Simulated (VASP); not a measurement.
Input of a VASP 6.6.1 run:

File INCAR:

```
SYSTEM = TiSe2
ALGO = Normal
EDIFF = 1E-6
ENCUT = 500
GGA = PE
GGA_COMPAT = .False.
ISIF = 2
ISMEAR = 0
IVDW = 12
LASPH = .True.
LCHARG = .False.
LREAL = .False.
LWAVE = .False.
NBANDS = 19
NELM = 120
PREC = Accurate
SIGMA = 0.1
```

KPOINTS

```
k-points
0
Gamma
  15 15 8
  0 0 0
```

File POSCAR:

```
TiSe2
1.0
    3.4811078656      0.0000000000      0.0000000000
   -1.7405539328      3.0147278449      0.0000000000
    0.0000000000      0.0000000000      5.8712256217
Ti Se
1 2
Direct
    0.0000000000      0.0000000000      0.0000000000
    0.3333333333      0.6666666667      0.2646561268
    0.6666666667      0.3333333333      0.7353438732
```

Potentials or basis: VASP PAW PBE potentials, release 64 (Ti_sv, Se).

The run is started by

```console
$ cat potpaw_PBE.64/Ti_sv/POTCAR potpaw_PBE.64/Se/POTCAR > POTCAR
$ mpirun -np 1 vasp_std > vasp.out
```

(1) Estimate the dispersion energy per atom.

(2) Predict the pressure.

(3) Predict the band gap on the k mesh.

(4) Predict the largest force.

Answers

(1) -0.450 eV.

(2) 0.1 GPa.

(3) zero (band 12 reaches 5.89 eV, above the bottom of band 13 at 5.14 eV).

(4) 0.019 eV/Å.

Caveat: pairwise dispersion overbinds metals, which lowers pressure and volume.
